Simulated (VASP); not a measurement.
## TiO2: single point with LDA

The system is TiO2.

```xyz
6
Lattice="4.5542 0.0000 0.0000 0.0000 4.5542 0.0000 0.0000 0.0000 2.9107" Properties=species:S:1:pos:R:3 pbc="T T T"
Ti    0.0000    0.0000    0.0000
Ti    2.2771    2.2771    1.4554
O     3.1652    3.1652    0.0000
O     1.3890    1.3890    0.0000
O     3.6661    0.8881    1.4554
O     0.8881    3.6661    1.4554
```

* Program: VASP 6.6.1
* Task: single point
* Functional: LDA
* Potentials or basis: VASP PAW LDA potentials, release 64 (Ti_sv, O)
* Cutoff: 600 eV
* k mesh: 6 × 6 × 10
* Occupations: gaussian, width 0.02 eV
* Spin: no spin polarisation
* Dipole correction: no
* Further INCAR settings: ALGO = Normal; EDIFF = 1e-06; NBANDS = 33

```json
{
  "Pressure": "1.4 GPa",
  "Largest force": "0.191 eV/Å",
  "Band gap on the k mesh": "1.88 eV"
}
```

Forces on the atoms (eV/Å):
```
Ti   0.000  0.000  0.000
Ti   0.000  0.000  0.000
O    0.135  0.135  0.000
O   -0.135 -0.135  0.000
O   -0.135  0.135  0.000
O    0.135 -0.135  0.000
```

Stress tensor (GPa, compression positive):
```
0.85 0.00 0.00
0.00 0.85 0.00
0.00 0.00 2.54
```

Levels at points of the mesh, in eV from the valence-band top:
```
           k point  band 21  band 22  band 23  band 24  band 25  band 26  band 27  band 28
(0.00, 0.00, 0.00)    -0.66    -0.45    -0.45     0.00     1.88     2.19     2.49     2.58
(0.50, 0.00, 0.00)    -1.63    -1.63    -0.77    -0.77     2.61     2.61     3.14     3.14
(0.50, 0.50, 0.00)    -1.27    -1.27    -1.06    -1.06     1.93     1.93     2.61     2.61
(0.00, 0.00, 0.50)    -2.52    -2.52    -1.46    -1.46     3.06     3.06     3.34     3.34
(0.50, 0.00, 0.50)    -2.14    -2.14    -1.08    -1.08     1.90     1.90     3.37     3.37
(0.50, 0.50, 0.50)    -1.34    -1.34    -0.67    -0.67     2.64     2.64     3.31     3.31
```

Run time: 58 s on 1 thread of Intel(R) Xeon(R) 6975P-C (Granite Rapids), with other jobs on the host, peak memory 0.23 GiB.

A k mesh can miss the band edges.
